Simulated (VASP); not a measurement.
# Ge3Cl (P6_3/mmc) in VASP: notebook, part 2 of 2

VASP 6.6.1.

## (4) Relaxation of cell and atoms, PBE

This run uses another cell than the first one, of 28.86 Å³/atom.

INCAR

```
ALGO = Fast
EDIFF = 1E-7
EDIFFG = -0.04
ENCUT = 600
GGA = PE
IBRION = 2
ISIF = 3
ISMEAR = 0
LASPH = True
LCHARG = False
LREAL = False
LWAVE = False
NELM = 100
NSW = 90
PREC = Accurate
SIGMA = 0.1
```

KPOINTS

```
k-points
0
Gamma
  3 3 4
```

POSCAR

```
Ge3Cl
1.0
    6.8649786500      0.0000000000      0.0000000000
   -3.4324893200      5.9452459100      0.0000000000
    0.0000000000      0.0000000000      5.6570375600
Ge Cl
6 2
Direct
    0.3330986800      0.1665493400      0.7500000000
    0.8334506600      0.1665493400      0.7500000000
    0.8334506600      0.6669013200      0.7500000000
    0.6669013200      0.8334506600      0.2500000000
    0.1665493400      0.8334506600      0.2500000000
    0.1665493400      0.3330986800      0.2500000000
    0.6666666700      0.3333333300      0.2500000000
    0.3333333300      0.6666666700      0.7500000000
```

Potentials or basis: VASP PAW PBE potentials, release 64 (Ge_d, Cl).

Started as:

```sh
$ cat potpaw_PBE.64/Ge_d/POTCAR potpaw_PBE.64/Cl/POTCAR > POTCAR
$ mpirun -np 1 vasp_std > vasp.out
```

OUTCAR:

```text
EDIFF = 1E-7
   EDIFFG = -0.04
   ENCUT = 600
   GGA = PE
   IBRION = 2
   ISIF = 3
   ISMEAR = 0
   LASPH = True
   LREAL = False
   NELM = 100
   NSW = 90
   PREC = Accurate

 ion  position               nearest neighbor table
   1  0.333  0.167  0.750-
   2  0.833  0.167  0.750-
   3  0.833  0.667  0.750-
   4  0.667  0.833  0.250-
   5  0.167  0.833  0.250-
   6  0.167  0.333  0.250-
   7  0.667  0.333  0.250-
   8  0.333  0.667  0.750-

  LATTYP: Found a hexagonal cell.
 ALAT       =     6.8649786500
 C/A-ratio  =     0.8240429939

  Lattice vectors:

[... 186 lines left out ...]
  -------------------------------------------------------------------------------------
  Total      -11.1356007    -11.1356007    -11.5184646     -0.0000000     -0.0000000      0.0000000
  in kB      -77.2727119    -77.2727120    -79.9295001     -0.0000001     -0.0000000      0.0000000
  external PRESSURE =     -78.1583080 kB  Pullay stress =       0.0000000 kB
[... 1222 lines left out ...]
     57       8.9869      0.00000
     58       9.0868      0.00000

[... ionic steps 4 to 21 ...]

--------------------------------------- Ionic step       22  -------------------------------------------

 number of electron      97.9999993 magnetization

------------------------ aborting loop because EDIFF is reached ----------------------------------------
[... 79 lines left out ...]
--------------------------------------- Ionic step       24  -------------------------------------------

 number of electron      97.9999989 magnetization

 Free energy of the ion-electron system (eV)
  ---------------------------------------------------
  ext. energy  EPLUGINS =         0.00000000
  ---------------------------------------------------
  free energy    TOTEN  =       -28.84718416 eV

  energy without entropy =      -28.82179705  energy(sigma->0) =      -28.83449061

 E-fermi :   3.2998     XC(G=0):  -9.4536

 val. band max:        3.2266280120   @ k =   0.0000   0.0000   0.2500
 cond. band min:       3.3160891136   @ k =   0.3333   0.0000   0.2500
 fundamental gap:      0.0894611016
 Fermi energy:         3.2997815181
[... 582 lines left out ...]
  FREE ENERGIE OF THE ION-ELECTRON SYSTEM (eV)
  ---------------------------------------------------
  free  energy   TOTEN  =       -28.8471841622 eV

  energy  without entropy=      -28.8217970478  energy(sigma->0) =      -28.83449061

 reached required accuracy - stopping structural energy minimisation
```

OSZICAR:

```text
N       E                     dE             d eps       ncg     rms          rms(c)
DAV:   1     0.126131617314E+04    0.12613E+04   -0.49034E+04  1288   0.414E+03
DAV:   2     0.231943333271E+03   -0.10294E+04   -0.99755E+03  1044   0.113E+03
DAV:   3    -0.419571208346E+00   -0.23236E+03   -0.22437E+03  1144   0.267E+02
[... 350 lines left out ...]
RMM:   5    -0.288471769265E+02    0.21056E-04   -0.44001E-04  1264   0.149E-01    0.343E-02
RMM:   6    -0.288471829462E+02   -0.60197E-05   -0.10131E-04  1342   0.607E-02    0.717E-03
RMM:   7    -0.288471840071E+02   -0.10609E-05   -0.18125E-05  1242   0.339E-02    0.331E-03
RMM:   8    -0.288471840484E+02   -0.41364E-07   -0.69051E-06  1426   0.171E-02    0.132E-03
RMM:   9    -0.288471841683E+02   -0.11985E-06   -0.82983E-07  1020   0.621E-03    0.532E-04
RMM:  10    -0.288471841622E+02    0.60827E-08   -0.16494E-07   672   0.303E-03
  24 F= -.28847184E+02 E0= -.28834491E+02  d E =-.128271E-02
```

It took 1.6 h on 1 thread of Oxide Virtual Turin-like, shared host; peak memory 0.44 GiB.

Results:

```yaml
Free_energy: -28.8472 eV
Relaxed_volume: 24.53 Å³/atom
Relaxed_cell: a = 7.169 Å, b = 7.169 Å, c = 4.409 Å, α = 90.00°, β = 90.00°, γ = 120.00°
Space_group_after_relaxing_to_0.1_Å: P6_3/mmc (No. 194)
Energy_gained_by_relaxing: 419.5 meV/atom
Ionic_steps: 24
Pressure_after_relaxing: 0.0 GPa
Largest_force_after_relaxing: 0.004 eV/Å
Band_gap_on_the_k_mesh: zero (bands 49 and 50 overlap by 1.18 eV)
```

Forces on the atoms (eV/Å):
```
Ge  -0.004 -0.002  0.000
Ge   0.004 -0.002  0.000
Ge   0.000  0.004  0.000
Ge   0.004  0.002  0.000
Ge  -0.004  0.002  0.000
Ge   0.000 -0.004  0.000
Cl   0.000  0.000  0.000
Cl   0.000  0.000  0.000
```

The path:
```csv
step,energy change (eV),largest force (eV/Å),pressure (GPa),volume (Å³)
1,0.0000,0.4352,-7.82,230.89
2,-1.8170,0.4412,-4.11,186.96
3,-2.1080,0.4692,-0.61,169.85
4,-2.1162,0.4743,0.42,166.17
5,-2.1161,0.4734,0.08,167.33
6,-2.1961,0.5086,0.14,167.18
7,-2.3909,0.2893,1.02,166.71
8,-1.7648,1.6295,5.85,165.68
9,-2.4077,0.1791,1.30,166.60
10,-2.4118,0.0662,1.59,166.51
11,-2.4664,0.0312,1.03,169.96
12,-2.5541,0.1737,-0.21,180.53
13,-2.6293,0.1023,-0.51,182.97
14,-2.8364,0.0566,-1.00,190.03
15,-3.2846,0.0442,-0.70,202.91
16,-1.8825,1.8964,3.19,222.49
17,-3.2937,0.1791,0.10,206.73
18,-3.3027,0.1083,-0.13,205.16
19,-3.3093,0.0893,-0.07,203.51
20,-3.3178,0.0605,0.15,198.99
21,-3.3317,0.0600,0.09,198.58
22,-3.3550,0.0396,-0.21,197.29
23,-3.3553,0.0277,0.27,195.31
24,-3.3563,0.0044,0.05,196.23
```

Final structure:
```
CELL_PARAMETERS angstrom
7.16882 0.00000 0.00000
-3.58441 6.20838 0.00000
0.00000 0.00000 4.40903
ATOMIC_POSITIONS crystal
Ge 0.27055 0.13528 0.75000
Ge 0.86472 0.13528 0.75000
Ge 0.86472 0.72945 0.75000
Ge 0.72945 0.86472 0.25000
Ge 0.13528 0.86472 0.25000
Ge 0.13528 0.27055 0.25000
Cl 0.66667 0.33333 0.25000
Cl 0.33333 0.66667 0.75000
```

Caveat: the volume moved by over 15 % at a fixed basis, so the end points are rough.

## (5) Overview

```csv
task,cell,cutoff (eV),gap on the mesh (eV),pressure (GPa),largest force (eV/Å)
single point,"a = 7.233, b = 7.233, c = 4.396 Å, angles 90.0, 90.0, 120.0°, 8 atoms, atomic positions A",520,none,0.0,0.03
single point,"a = 6.865, b = 6.865, c = 5.657 Å, angles 90.0, 90.0, 120.0°, 8 atoms, atomic positions B",520,none,-7.8,0.43
relaxation of cell and atoms,"relaxed from a = 6.865, b = 6.865, c = 5.657 Å, angles 90.0, 90.0, 120.0°, 8 atoms, atomic positions B",600,none,0.0,-
```

Alike in all rows: level PBE; potentials or basis VASP PAW PBE potentials, release 64 (Ge_d, Cl); no spin polarisation; k mesh 3 × 3 × 4; smearing gaussian 0.1 eV.

Caveats: the cell stands under tension (at least some runs); the volume moved by over 15 % at a fixed basis, so the end points are rough (at least some runs).

Total energies depend on the potentials used, so only differences within one code and one set of settings carry meaning.

The gap in the log of VASP goes by the Fermi energy; the results here count the filled bands.